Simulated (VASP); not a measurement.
# SiW16 in VASP: single point with PBE

Aim: the single point of SiW16 with PBE.

Everything below comes from runs of VASP 6.6.1. Logs are shortened: lines on timing, memory, paths and dates and some standing lists are left out, and cuts for length are marked.

## Step 1: The cell of the first run

The cell holds a slab with vacuum, 17 atoms: a = 6.367 Å, b = 6.367 Å, c = 20.143 Å, α = 90.00°, β = 90.00°, γ = 90.00°.

## Step 2: Single point, PBE

Contents of INCAR:

```
ALGO = Normal
DIPOL = 0.5 0.5 0.328
EDIFF = 1E-6
ENCUT = 520
GGA = PE
IDIPOL = 3
ISIF = 2
ISMEAR = 0
LASPH = True
LCHARG = True
LDIPOL = True
LELF = True
LREAL = Auto
LVACPOTAV = True
LVHAR = True
LWAVE = False
NBANDS = 128
NELM = 100
PREC = Accurate
SIGMA = 0.1
```

Contents of KPOINTS:

```
k-points
0
Gamma
  4 4 1
```

Contents of POSCAR:

```
SiW16
1.0
    6.3673983380      0.0000000000      0.0000000000
    0.0000000000      6.3673983380      0.0000000000
    0.0000000000      0.0000000000     20.1425770443
W Si
16 1
Direct
    0.2500000000      0.2500000000      0.1985843217
    0.2500000000      0.7500000000      0.1985843217
    0.7500000000      0.2500000000      0.1985843217
    0.7500000000      0.7500000000      0.1985843217
    0.0000000000      0.0000000000      0.2776134142
    0.0000000000      0.5000000000      0.2776134142
    0.5000000000      0.0000000000      0.2776134142
    0.5000000000      0.5000000000      0.2776134142
    0.2500000000      0.2500000000      0.3599451664
    0.2500000000      0.7500000000      0.3599451664
    0.7500000000      0.2500000000      0.3599451664
    0.7500000000      0.7500000000      0.3599451664
    0.0000000000      0.0000000000      0.4290700751
    0.0000000000      0.5000000000      0.4290700751
    0.5000000000      0.0000000000      0.4290700751
    0.5000000000      0.5000000000      0.4290700751
    0.0000000000      0.2500000000      0.5203024780
```

Potentials or basis: VASP PAW PBE potentials, release 64 (W_sv, Si).

Run with:

```sh
cat potpaw_PBE.64/W_sv/POTCAR potpaw_PBE.64/Si/POTCAR > POTCAR
mpirun -np 1 vasp_std > vasp.out
```

OUTCAR:

```text
EDIFF = 1E-6
   ENCUT = 520
   GGA = PE
   ISIF = 2
   ISMEAR = 0
   LASPH = True
   LREAL = Auto
   NELM = 100
   PREC = Accurate

 ion  position               nearest neighbor table
   1  0.250  0.250  0.199-   5 2.76   6 2.76   7 2.76   8 2.76   2 3.18   3 3.18   2 3.18   3 3.18
                             9 3.25
   2  0.250  0.750  0.199-   5 2.76   6 2.76   7 2.76   8 2.76   1 3.18   4 3.18   1 3.18   4 3.18
                            10 3.25
   3  0.750  0.250  0.199-   5 2.76   6 2.76   7 2.76   8 2.76   1 3.18   4 3.18   4 3.18   1 3.18
                            11 3.25
   4  0.750  0.750  0.199-   5 2.76   6 2.76   7 2.76   8 2.76   2 3.18   3 3.18   3 3.18   2 3.18
                            12 3.25
   5  0.000  0.000  0.278-   1 2.76   2 2.76   3 2.76   4 2.76   9 2.80  10 2.80  11 2.80  12 2.80
                            13 3.05   7 3.18   6 3.18   6 3.18   7 3.18
   6  0.000  0.500  0.278-   1 2.76   2 2.76   3 2.76   4 2.76   9 2.80  10 2.80  11 2.80  12 2.80
                            14 3.05   8 3.18   5 3.18   5 3.18   8 3.18
   7  0.500  0.000  0.278-   1 2.76   2 2.76   3 2.76   4 2.76   9 2.80  10 2.80  11 2.80  12 2.80
                            15 3.05   8 3.18   5 3.18   8 3.18   5 3.18
   8  0.500  0.500  0.278-   1 2.76   2 2.76   3 2.76   4 2.76   9 2.80  10 2.80  11 2.80  12 2.80
                            16 3.05   7 3.18   6 3.18   7 3.18   6 3.18
   9  0.250  0.250  0.360-  13 2.65  14 2.65  15 2.65  16 2.65   5 2.80   6 2.80   7 2.80   8 2.80
                            10 3.18  11 3.18  10 3.18  11 3.18   1 3.25
  10  0.250  0.750  0.360-  13 2.65  14 2.65  15 2.65  16 2.65   5 2.80   6 2.80   7 2.80   8 2.80
                             9 3.18  12 3.18   9 3.18  12 3.18   2 3.25
  11  0.750  0.250  0.360-  13 2.65  14 2.65  15 2.65  16 2.65   5 2.80   6 2.80   7 2.80   8 2.80
                             9 3.18  12 3.18  12 3.18   9 3.18   3 3.25
  12  0.750  0.750  0.360-  13 2.65  14 2.65  15 2.65  16 2.65   5 2.80   6 2.80   7 2.80   8 2.80
                            10 3.18  11 3.18  11 3.18  10 3.18   4 3.25
  13  0.000  0.000  0.429-  17 2.43  10 2.65  11 2.65  12 2.65   9 2.65   5 3.05  15 3.18  14 3.18
                            14 3.18  15 3.18
  14  0.000  0.500  0.429-  17 2.43  10 2.65  11 2.65  12 2.65   9 2.65   6 3.05  16 3.18  13 3.18
                            13 3.18  16 3.18
  15  0.500  0.000  0.429-   9 2.65  10 2.65  11 2.65  12 2.65   7 3.05  13 3.18  16 3.18  16 3.18
                            13 3.18
  16  0.500  0.500  0.429-   9 2.65  10 2.65  11 2.65  12 2.65   8 3.05  14 3.18  15 3.18  15 3.18
                            14 3.18
  17  0.000  0.250  0.520-  13 2.43  14 2.43

  LATTYP: Found a simple tetragonal cell.
 ALAT       =     6.3673983380
 C/A-ratio  =     3.1633920127

  Lattice vectors:

 A1 = (   6.3673983380,   0.0000000000,   0.0000000000)
 A2 = (   0.0000000000,   6.3673983380,   0.0000000000)
 A3 = (   0.0000000000,   0.0000000000,  20.1425770443)

Analysis of symmetry for initial positions (statically):
=====================================================================
 Subroutine PRICEL returns:
 Original cell was already a primitive cell.

 Routine SETGRP: Setting up the symmetry group for a
 simple tetragonal supercell.

 Subroutine GETGRP returns: Found  4 space group operations
 (whereof  2 operations were pure point group operations)
 out of a pool of 16 trial point group operations.

The static configuration has the point symmetry C_1h.
 The point group associated with its full space group is C_2v.

Analysis of symmetry for dynamics (positions and initial velocities):
=====================================================================
 Subroutine PRICEL returns:
 Original cell was already a primitive cell.

 Routine SETGRP: Setting up the symmetry group for a
 simple tetragonal supercell.

 Subroutine GETGRP returns: Found  4 space group operations
 (whereof  2 operations were pure point group operations)
 out of a pool of 16 trial point group operations.

The dynamic configuration has the point symmetry C_1h.
 The point group associated with its full space group is C_2v.

 Subroutine INISYM returns: Found  4 space group operations
 (whereof  2 operations are pure point group operations),
 and found     1 'primitive' translations

----------------------------------------------------------------------------------------

                                     Primitive cell

  volume of cell :     816.6558

  direct lattice vectors                    reciprocal lattice vectors
[... 51 lines left out ...]
 Grid dimensions read from file:
 generate k-points for:    4    4    1

 Generating k-lattice:

  Cartesian coordinates                     Fractional coordinates (reciprocal lattice)
     0.039262504  0.000000000  0.000000000     0.250000000  0.000000000  0.000000000
     0.000000000  0.039262504  0.000000000     0.000000000  0.250000000  0.000000000
     0.000000000  0.000000000  0.049646080     0.000000000  0.000000000  1.000000000

  Length of vectors
     0.039262504  0.039262504  0.049646080

  Shift w.r.t. Gamma in fractional coordinates (k-lattice)
     0.000000000  0.000000000  0.000000000

 Subroutine IBZKPT returns following result:
 ===========================================

 Found      9 irreducible k-points:

 Following reciprocal coordinates:
            Coordinates               Weight
  0.000000  0.000000  0.000000      1.000000
  0.250000  0.000000  0.000000      2.000000
  0.000000  0.250000  0.000000      2.000000
  0.500000  0.000000  0.000000      1.000000
  0.000000  0.500000  0.000000      1.000000
  0.250000  0.250000  0.000000      4.000000
  0.500000  0.250000  0.000000      2.000000
 -0.250000  0.500000  0.000000      2.000000
  0.500000  0.500000  0.000000      1.000000
   k-points           NKPTS =      9   k-points in BZ     NKDIM =      9   number of bands    NBANDS=    128
   number of dos      NEDOS =    301   number of ions     NIONS =     17
   total plane-waves  NPLWV = 345600
   dimension x,y,z NGX =    48 NGY =   48 NGZ =  150
   dimension x,y,z NGXF=    96 NGYF=   96 NGZF=  300
   ions per type =              16   1
   NGX,Y,Z   is equivalent  to a cutoff of  12.53, 12.53, 12.38 a.u.
   NGXF,Y,Z  is equivalent  to a cutoff of  25.06, 25.06, 24.76 a.u.
 SYSTEM =  unknown system
   PREC   = accura    normal or accurate (medium, high low for compatibility)
   ISTART =      0    job   : 0-new  1-cont  2-samecut
   ICHARG =      2    charge: 1-file 2-atom 10-const
   ISPIN  =      1    spin polarized calculation?
   LNONCOLLINEAR =      F non collinear calculations
   LSORBIT =      F    spin-orbit coupling
   LASPH  =      T    aspherical Exc in radial PAW
   ENCUT  =  520.0 eV  38.22 Ry    6.18 a.u.  11.84 11.84 37.45*2*pi/ulx,y,z
   NELM   =    100;   NELMIN=  2; NELMDL= -5     # of ELM steps
   EDIFF  = 0.1E-05   stopping-criterion for ELM
   LREAL  =      T    real-space projection
   EDIFFG = 0.1E-04   stopping-criterion for IOM
   NSW    =      0    number of steps for IOM
[... 5 lines left out ...]
   TEBEG  =    0.0;   TEEND  =   0.0 temperature during run
   PSTRESS=    0.0 pullay stress
   NELECT =     228.0000    total number of electrons
   NUPDOWN=      -1.0000    fix difference up-down
   EMIN   =  10.00;   EMAX   =-10.00  energy-range for DOS
   EFERMI =   0.00;   METHOD = LEGACY
   ISMEAR =     0;   SIGMA  =   0.10  broadening in eV -4-tet -1-fermi 0-gaus
   EFERMI_NEDOS =   21; number of points for ismear=-14 and -15
   IALGO  =     38    algorithm
   IMIX   =      4    mixing-type and parameters
     AMIX     =   0.40;   BMIX     =  1.00
     AMIX_MAG =   1.60;   BMIX_MAG =  1.00
  volume/ion in A,a.u.               =      48.04       324.18
  Fermi-wavevector in a.u.,A,eV,Ry     =   1.069974  2.021959 15.576567  1.144845
  Thomas-Fermi vector in A             =   2.205670
   LORBIT       =      0    0 simple, 1 ext, 2 COOP (PROOUT), +10 PAW based schemes
   GGA     = PE    functional components
   LHFCALC =     F    Hartree Fock is set to
   AEXX    =    0.0000 exact exchange contribution
   IVDW    =     0    specifies the selected vdW correction
   LEPSILON=     F    determine dielectric tensor
   LRPA    =     F    only Hartree local field effects (RPA)
 non-spin polarized calculation
 Gauss-broadening in eV      SIGMA  =   0.10
  energy-cutoff  :      520.00
  volume of cell :      816.66
 maximum number of plane-waves:     22040
   NGX = 23   NGY = 23   NGZ = 75

 dipolmoment           0.000000      0.000000     -0.052565 electrons x Angstroem

 number of electron     227.9999966 magnetization

 dipolmoment           0.000000      0.000000      0.105774 electrons x Angstroem

 Free energy of the ion-electron system (eV)
  ---------------------------------------------------
  ext. energy  EPLUGINS =         0.00000000
  ---------------------------------------------------
  free energy    TOTEN  =      -191.69610617 eV

  energy without entropy =     -191.58505218  energy(sigma->0) =     -191.64057918

 E-fermi :   0.8089     XC(G=0):  -5.6935

 val. band max:        0.7981315396   @ k =   0.0000   0.5000   0.0000
 cond. band min:       0.8153752009   @ k =   0.0000   0.5000   0.0000
 fundamental gap:      0.0172436613
 Fermi energy:         0.8088506473

 k-point     1 :       0.0000    0.0000    0.0000
  band No.  band energies     occupation
      1     -73.0791      2.00000
      2     -73.0235      2.00000
      3     -73.0080      2.00000
      4     -73.0071      2.00000
      5     -73.0038      2.00000
      6     -72.9950      2.00000
[... 1150 lines left out ...]
    125       2.1115      0.00000
    126       2.2103      0.00000
 [bands above 126 left out]

------------------------ aborting loop because EDIFF is reached ----------------------------------------

  FORCE on cell =-STRESS in cart. coord.  units (eV):
  Direction    XX          YY          ZZ          XY          YZ          ZX
  --------------------------------------------------------------------------------------
  -------------------------------------------------------------------------------------
  Total      -22.5208075    -19.2133327    -10.6103586      0.0000000      0.0000000      0.0000000
  in kB      -44.1830272    -37.6941724    -20.8162057      0.0000000      0.0000000      0.0000000
  external PRESSURE =     -34.2311351 kB  Pullay stress =       0.0000000 kB

 VOLUME and BASIS-vectors are now :
 -----------------------------------------------------------------------------
  energy-cutoff  :      520.00
  volume of cell :      816.66
      direct lattice vectors                 reciprocal lattice vectors
     6.367398338  0.000000000  0.000000000     0.157050014  0.000000000  0.000000000
     0.000000000  6.367398338  0.000000000     0.000000000  0.157050014  0.000000000
     0.000000000  0.000000000 20.142577044     0.000000000  0.000000000  0.049646080

 POSITION                                       TOTAL-FORCE (eV/Angst)
 -----------------------------------------------------------------------------------
      1.59185      1.59185      4.00000         0.074282      0.000000      2.146815
      1.59185      4.77555      4.00000        -0.038006      0.000000      2.060658
      4.77555      1.59185      4.00000        -0.074282      0.000000      2.146815
      4.77555      4.77555      4.00000         0.038006      0.000000      2.060658
      0.00000      0.00000      5.59185         0.000000      0.101744     -2.296199
      0.00000      3.18370      5.59185         0.000000     -0.101744     -2.296199
[... 9 lines left out ...]
      3.18370      3.18370      8.64258         0.000000      0.012055     -0.030620
      0.00000      1.59185     10.48023         0.000000      0.000000      0.013295
 -----------------------------------------------------------------------------------
    total drift:                                0.000000     -0.000000      0.009595

  FREE ENERGIE OF THE ION-ELECTRON SYSTEM (eV)
  ---------------------------------------------------
  free  energy   TOTEN  =      -191.6961061698 eV

  energy  without entropy=     -191.5850521814  energy(sigma->0) =     -191.64057918

 vacuum level on the upper side and lower side of the slab         5.422         4.950
```

It took 28 min on 1 thread of Intel Xeon 6975P-C (Granite Rapids), shared host; peak memory 1 GiB.

What came out:

```
Free energy            : -191.6961 eV
Largest force          : 2.298 eV/Å
Band gap on the k mesh : zero (bands 114 and 115 overlap by 0.36 eV)
```

Forces on the atoms (eV/Å):
```
W    0.074  0.000  2.147
W   -0.038  0.000  2.061
W   -0.074  0.000  2.147
W    0.038  0.000  2.061
W    0.000  0.102 -2.296
W    0.000 -0.102 -2.296
W    0.000  0.052 -2.131
W    0.000 -0.052 -2.131
W    0.338  0.000 -0.342
W    0.767  0.000 -0.244
W   -0.338  0.000 -0.342
W   -0.767  0.000 -0.244
W    0.000 -0.180  0.829
W    0.000  0.180  0.829
W    0.000 -0.012 -0.031
W    0.000  0.012 -0.031
Si   0.000  0.000  0.013
```

Levels at points of the mesh, in eV from the Fermi level:
| k point | band 113 | band 114 | band 115 | band 116 | band 117 | band 118 |
| --- | --- | --- | --- | --- | --- | --- |
| (0.00, 0.00, 0.00) | 0.08 | 0.26 | 0.53 | 0.70 | 0.85 | 0.90 |
| (0.50, 0.00, 0.00) | -0.15 | -0.13 | -0.02 | -0.02 | 0.19 | 0.66 |
| (0.00, 0.50, 0.00) | -0.13 | -0.01 | -0.01 | 0.01 | 0.16 | 0.60 |
| (0.50, 0.50, 0.00) | -0.14 | -0.05 | -0.03 | -0.03 | -0.02 | 0.17 |

Caveat: spin-orbit coupling is left out, which moves the levels of the heavy elements.
